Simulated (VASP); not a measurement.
# SiC (P6_3mc) in VASP: notebook, part 2 of 2

VASP 6.6.1. Earlier steps stand in the parts before.

## Step 3: Single point, r2SCAN

Contents of POSCAR:

```
SiC
1.0
    9.2342040000      0.0000000000      0.0000000000
    0.0000000000     10.6627400000      0.0000000000
    0.0000000000      0.0000000000     10.0759470000
Si C
48 48
Direct
    0.0000000000      0.0000000000      0.4998400000
    0.3333330000      0.0000000000      0.4998400000
    0.1666670000      0.2500000000      0.4998400000
    0.0000000000      0.5000000000      0.4998400000
    0.6666670000      0.0000000000      0.4998400000
    0.5000000000      0.2500000000      0.4998400000
    0.3333330000      0.5000000000      0.4998400000
    0.1666670000      0.7500000000      0.4998400000
    0.8333330000      0.2500000000      0.4998400000
    0.6666670000      0.5000000000      0.4998400000
    0.5000000000      0.7500000000      0.4998400000
    0.8333330000      0.7500000000      0.4998400000
    0.0000000000      0.1666670000      0.2499120000
    0.3333330000      0.1666670000      0.2499120000
    0.1666670000      0.4166670000      0.2499120000
    0.0000000000      0.6666670000      0.2499120000
    0.6666670000      0.1666670000      0.2499120000
    0.5000000000      0.4166670000      0.2499120000
    0.3333330000      0.6666670000      0.2499120000
    0.1666670000      0.9166670000      0.2499120000
    0.8333330000      0.4166670000      0.2499120000
    0.6666670000      0.6666670000      0.2499120000
    0.5000000000      0.9166670000      0.2499120000
    0.8333330000      0.9166670000      0.2499120000
    0.1666670000      0.0833330000      0.7499120000
    0.0000000000      0.3333330000      0.7499120000
    0.5000000000      0.0833330000      0.7499120000
    0.3333330000      0.3333330000      0.7499120000
    0.1666670000      0.5833330000      0.7499120000
    0.0000000000      0.8333330000      0.7499120000
    0.8333330000      0.0833330000      0.7499120000
    0.6666670000      0.3333330000      0.7499120000
    0.5000000000      0.5833330000      0.7499120000
    0.3333330000      0.8333330000      0.7499120000
    0.8333330000      0.5833330000      0.7499120000
    0.6666670000      0.8333330000      0.7499120000
    0.0000000000      0.0000000000      0.9998400000
    0.3333330000      0.0000000000      0.9998400000
    0.1666670000      0.2500000000      0.9998400000
    0.0000000000      0.5000000000      0.9998400000
    0.6666670000      0.0000000000      0.9998400000
    0.5000000000      0.2500000000      0.9998400000
    0.3333330000      0.5000000000      0.9998400000
    0.1666670000      0.7500000000      0.9998400000
    0.8333330000      0.2500000000      0.9998400000
    0.6666670000      0.5000000000      0.9998400000
    0.5000000000      0.7500000000      0.9998400000
    0.8333330000      0.7500000000      0.9998400000
    0.0000000000      0.0000000000      0.1873030000
    0.3333330000      0.0000000000      0.1873030000
    0.1666670000      0.2500000000      0.1873030000
    0.0000000000      0.5000000000      0.1873030000
    0.6666670000      0.0000000000      0.1873030000
    0.5000000000      0.2500000000      0.1873030000
    0.3333330000      0.5000000000      0.1873030000
    0.1666670000      0.7500000000      0.1873030000
    0.8333330000      0.2500000000      0.1873030000
    0.6666670000      0.5000000000      0.1873030000
    0.5000000000      0.7500000000      0.1873030000
    0.8333330000      0.7500000000      0.1873030000
    0.0000000000      0.0000000000      0.6873030000
    0.3333330000      0.0000000000      0.6873030000
    0.1666670000      0.2500000000      0.6873030000
    0.0000000000      0.5000000000      0.6873030000
    0.6666670000      0.0000000000      0.6873030000
    0.5000000000      0.2500000000      0.6873030000
    0.3333330000      0.5000000000      0.6873030000
    0.1666670000      0.7500000000      0.6873030000
    0.8333330000      0.2500000000      0.6873030000
    0.6666670000      0.5000000000      0.6873030000
    0.5000000000      0.7500000000      0.6873030000
    0.8333330000      0.7500000000      0.6873030000
    0.0000000000      0.1666670000      0.4379450000
    0.3333330000      0.1666670000      0.4379450000
    0.1666670000      0.4166670000      0.4379450000
    0.0000000000      0.6666670000      0.4379450000
    0.6666670000      0.1666670000      0.4379450000
    0.5000000000      0.4166670000      0.4379450000
    0.3333330000      0.6666670000      0.4379450000
    0.1666670000      0.9166670000      0.4379450000
    0.8333330000      0.4166670000      0.4379450000
    0.6666670000      0.6666670000      0.4379450000
    0.5000000000      0.9166670000      0.4379450000
    0.8333330000      0.9166670000      0.4379450000
    0.1666670000      0.0833330000      0.9379450000
    0.0000000000      0.3333330000      0.9379450000
    0.5000000000      0.0833330000      0.9379450000
    0.3333330000      0.3333330000      0.9379450000
    0.1666670000      0.5833330000      0.9379450000
    0.0000000000      0.8333330000      0.9379450000
    0.8333330000      0.0833330000      0.9379450000
    0.6666670000      0.3333330000      0.9379450000
    0.5000000000      0.5833330000      0.9379450000
    0.3333330000      0.8333330000      0.9379450000
    0.8333330000      0.5833330000      0.9379450000
    0.6666670000      0.8333330000      0.9379450000
```

Contents of INCAR.step1:

```
SYSTEM = SiC
PREC     = Accurate       ! precision mode
ENCUT    = 520            ! plane-wave cutoff, eV
ISMEAR   = -1             ! smearing method
SIGMA    = 0.05           ! smearing width, eV
LREAL    = Auto         
LASPH    = .TRUE.         ! aspherical terms in the spheres
NELM     = 60             ! most SCF steps
NBANDS   = 246            ! bands
GGA      = PE             ! functional
ALGO     = Normal         ! electronic algorithm
EDIFF    = 1E-4           ! SCF threshold, eV
LWAVE    = .TRUE.         ! write WAVECAR
LCHARG   = .FALSE.        ! write CHGCAR
```

Contents of INCAR.step2:

```
SYSTEM = SiC
PREC     = Accurate       ! precision mode
ENCUT    = 520            ! plane-wave cutoff, eV
EDIFF    = 1E-6           ! SCF threshold, eV
ISMEAR   = -1             ! smearing method
SIGMA    = 0.05           ! smearing width, eV
LREAL    = Auto         
LASPH    = .TRUE.         ! aspherical terms in the spheres
NELM     = 60             ! most SCF steps
ALGO     = Normal         ! electronic algorithm
ISIF     = 2              ! what is computed and relaxed
LWAVE    = .FALSE.        ! write WAVECAR
LCHARG   = .TRUE.         ! write CHGCAR
METAGGA  = R2SCAN         ! meta-GGA
LMIXTAU  = .TRUE.       
LELF     = .TRUE.         ! ELF
LVHAR    = .TRUE.       
NBANDS   = 246            ! bands
ISTART   = 1
```

Contents of KPOINTS:

```
Automatic mesh
0
G
  1 1 1
  0 0 0
```

Potentials or basis: VASP PAW PBE potentials, release 64 (Si, C).

The run is started by

```console
$ cat potpaw_PBE.64/Si/POTCAR potpaw_PBE.64/C/POTCAR > POTCAR
$ cp INCAR.step1 INCAR
$ mpirun -np 1 vasp_gam > vasp.out
$ cp INCAR.step2 INCAR
$ mpirun -np 1 vasp_gam > vasp.out
```

OUTCAR:

```text
SYSTEM = SiC
   PREC = Accurate
   ENCUT = 520
   EDIFF = 1E-6
   ISMEAR = -1
   LREAL = Auto
   LASPH = .TRUE.
   NELM = 60
   ISIF = 2
   METAGGA = R2SCAN
   ISTART = 1

 ion  position               nearest neighbor table
   1  0.000  0.000  0.500-  80 1.88  84 1.88  73 1.88  61 1.89   2 3.08   5 3.08   3 3.08   8 3.08
                             9 3.08  12 3.08  20 3.08  24 3.08  13 3.08  25 3.08  31 3.08  30 3.08
   2  0.333  0.000  0.500-  80 1.88  83 1.88  74 1.88  62 1.89   3 3.08   8 3.08   1 3.08   6 3.08
                            11 3.08   5 3.08  20 3.08  23 3.08  14 3.08  25 3.08  27 3.08  34 3.08
[... 560 lines left out ...]
  in kB       15.6595945    -14.0585751     -7.0350017      0.0000000      0.0000000      0.0000000
  external PRESSURE =      -1.8113275 kB  Pullay stress =       0.0000000 kB

 VOLUME and BASIS-vectors are now :
 -----------------------------------------------------------------------------
  energy-cutoff  :      520.00
  volume of cell :      992.10
      direct lattice vectors                 reciprocal lattice vectors
     9.234204000  0.000000000  0.000000000     0.108293037  0.000000000  0.000000000
     0.000000000 10.662740000  0.000000000     0.000000000  0.093784524  0.000000000
     0.000000000  0.000000000 10.075947000     0.000000000  0.000000000  0.099246254

 POSITION                                       TOTAL-FORCE (eV/Angst)
 -----------------------------------------------------------------------------------
      0.00000      0.00000      5.03636         0.000000     -0.055867      0.057503
      3.07806      0.00000      5.03636        -0.000000     -0.055867      0.057503
      1.53904      2.66568      5.03636         0.000000     -0.055867      0.057503
      0.00000      5.33137      5.03636         0.000000     -0.055867      0.057503
      6.15614      0.00000      5.03636         0.000000     -0.055867      0.057503
      4.61710      2.66568      5.03636         0.000000     -0.055867      0.057503
[... 88 lines left out ...]
      7.69517      6.21993      9.45068         0.000000     -0.091775      0.074960
      6.15614      8.88561      9.45068         0.000000     -0.091775      0.074960
 -----------------------------------------------------------------------------------
    total drift:                                0.000000      0.000000      0.017783

  FREE ENERGIE OF THE ION-ELECTRON SYSTEM (eV)
  ---------------------------------------------------
  free  energy   TOTEN  =      -923.7545948789 eV

  energy  without entropy=     -923.7545948788  energy(sigma->0) =     -923.75459488
```

OUTCAR.step1:

```text
SYSTEM = SiC
   PREC = Accurate
   ENCUT = 520
   ISMEAR = -1
   LREAL = Auto
   LASPH = .TRUE.
   NELM = 60
[... 587 lines left out ...]
      4.61710      2.66568      5.03636        -0.000000     -0.055310      0.058910
[... 88 lines left out ...]
      7.69517      6.21993      9.45068        -0.000000     -0.090849      0.072809
      6.15614      8.88561      9.45068        -0.000000     -0.090849      0.072809
 -----------------------------------------------------------------------------------
    total drift:                                0.000000      0.000000      0.005552

  FREE ENERGIE OF THE ION-ELECTRON SYSTEM (eV)
  ---------------------------------------------------
  free  energy   TOTEN  =      -718.8326067336 eV

  energy  without entropy=     -718.8326067317  energy(sigma->0) =     -718.83260673
```

OSZICAR.step1:

```text
N       E                     dE             d eps       ncg     rms          rms(c)
DAV:   1     0.237707169229E+04    0.23771E+04   -0.20249E+05   492   0.150E+03
DAV:   2    -0.539784307185E+03   -0.29169E+04   -0.27488E+04   634   0.294E+02
DAV:   3    -0.803299481964E+03   -0.26352E+03   -0.26117E+03   592   0.862E+01
DAV:   4    -0.809562726863E+03   -0.62632E+01   -0.62412E+01   584   0.149E+01
DAV:   5    -0.809712952819E+03   -0.15023E+00   -0.14997E+00   592   0.239E+00    0.614E+01
DAV:   6    -0.721509468124E+03    0.88203E+02   -0.30368E+02   552   0.246E+01    0.269E+01
DAV:   7    -0.719182605147E+03    0.23269E+01   -0.23664E+01   616   0.718E+00    0.119E+01
DAV:   8    -0.718846253833E+03    0.33635E+00   -0.15452E+00   560   0.205E+00    0.308E+00
DAV:   9    -0.718825598627E+03    0.20655E-01   -0.19616E-01   576   0.786E-01    0.500E-01
DAV:  10    -0.718831659782E+03   -0.60612E-02   -0.17161E-02   576   0.223E-01    0.239E-01
DAV:  11    -0.718832586634E+03   -0.92685E-03   -0.21578E-03   536   0.101E-01    0.631E-02
DAV:  12    -0.718832606734E+03   -0.20100E-04   -0.11298E-04   368   0.193E-02
   1 F= -.71883261E+03 E0= -.71883261E+03  d E =-.185947E-08
```

Run time: 24 min. Hardware: 1 thread of Intel Xeon Platinum 8259CL at 2.50GHz (Skylake/Cascade Lake), shared host; peak memory 0.99 GiB.

Results:

```
Free energy            : -923.7546 eV
Pressure               : -0.2 GPa
Largest force          : 0.118 eV/Å
Band gap on the k mesh : 2.60 eV
```

Forces on the atoms (eV/Å):
```
Si   0.000 -0.056  0.058
Si   0.000 -0.056  0.058
Si   0.000 -0.056  0.058
Si   0.000 -0.056  0.058
Si   0.000 -0.056  0.058
Si   0.000 -0.056  0.058
Si   0.000 -0.056  0.058
Si   0.000 -0.056  0.058
Si   0.000 -0.056  0.058
Si   0.000 -0.056  0.058
Si   0.000 -0.056  0.058
Si   0.000 -0.056  0.058
Si   0.000  0.039 -0.101
Si   0.000  0.039 -0.101
Si   0.000  0.039 -0.101
Si   0.000  0.039 -0.101
Si   0.000  0.039 -0.101
Si   0.000  0.039 -0.101
Si   0.000  0.039 -0.101
Si   0.000  0.039 -0.101
Si   0.000  0.039 -0.101
Si   0.000  0.039 -0.101
Si   0.000  0.039 -0.101
Si   0.000  0.039 -0.101
Si   0.000 -0.039 -0.101
Si   0.000 -0.039 -0.101
Si   0.000 -0.039 -0.101
Si   0.000 -0.039 -0.101
Si   0.000 -0.039 -0.101
Si   0.000 -0.039 -0.101
Si   0.000 -0.039 -0.101
Si   0.000 -0.039 -0.101
Si   0.000 -0.039 -0.101
Si   0.000 -0.039 -0.101
Si   0.000 -0.039 -0.101
Si   0.000 -0.039 -0.101
Si   0.000  0.056  0.058
Si   0.000  0.056  0.058
Si   0.000  0.056  0.058
Si   0.000  0.056  0.058
Si   0.000  0.056  0.058
Si   0.000  0.056  0.058
Si   0.000  0.056  0.058
Si   0.000  0.056  0.058
Si   0.000  0.056  0.058
Si   0.000  0.056  0.058
Si   0.000  0.056  0.058
Si   0.000  0.056  0.058
C    0.000 -0.039 -0.032
C    0.000 -0.039 -0.032
C    0.000 -0.039 -0.032
C    0.000 -0.039 -0.032
C    0.000 -0.039 -0.032
C    0.000 -0.039 -0.032
C    0.000 -0.039 -0.032
C    0.000 -0.039 -0.032
C    0.000 -0.039 -0.032
C    0.000 -0.039 -0.032
C    0.000 -0.039 -0.032
C    0.000 -0.039 -0.032
C    0.000  0.039 -0.032
C    0.000  0.039 -0.032
C    0.000  0.039 -0.032
C    0.000  0.039 -0.032
C    0.000  0.039 -0.032
C    0.000  0.039 -0.032
C    0.000  0.039 -0.032
C    0.000  0.039 -0.032
C    0.000  0.039 -0.032
C    0.000  0.039 -0.032
C    0.000  0.039 -0.032
C    0.000  0.039 -0.032
C    0.000  0.092  0.075
C    0.000  0.092  0.075
C    0.000  0.092  0.075
C    0.000  0.092  0.075
C    0.000  0.092  0.075
C    0.000  0.092  0.075
C    0.000  0.092  0.075
C    0.000  0.092  0.075
C    0.000  0.092  0.075
C    0.000  0.092  0.075
C    0.000  0.092  0.075
C    0.000  0.092  0.075
C    0.000 -0.092  0.075
C    0.000 -0.092  0.075
C    0.000 -0.092  0.075
C    0.000 -0.092  0.075
C    0.000 -0.092  0.075
C    0.000 -0.092  0.075
C    0.000 -0.092  0.075
C    0.000 -0.092  0.075
C    0.000 -0.092  0.075
C    0.000 -0.092  0.075
C    0.000 -0.092  0.075
C    0.000 -0.092  0.075
```

Stress tensor (GPa, compression positive):
```
 1.57  0.00  0.00
 0.00 -1.41  0.00
 0.00  0.00 -0.70
```

Caveat: the k points lie up to 0.68 Å⁻¹ apart; the PAW data sets were made with another functional, which shifts forces and pressure a little; an odd mesh through Γ misses points on the zone boundary, where band edges can lie.
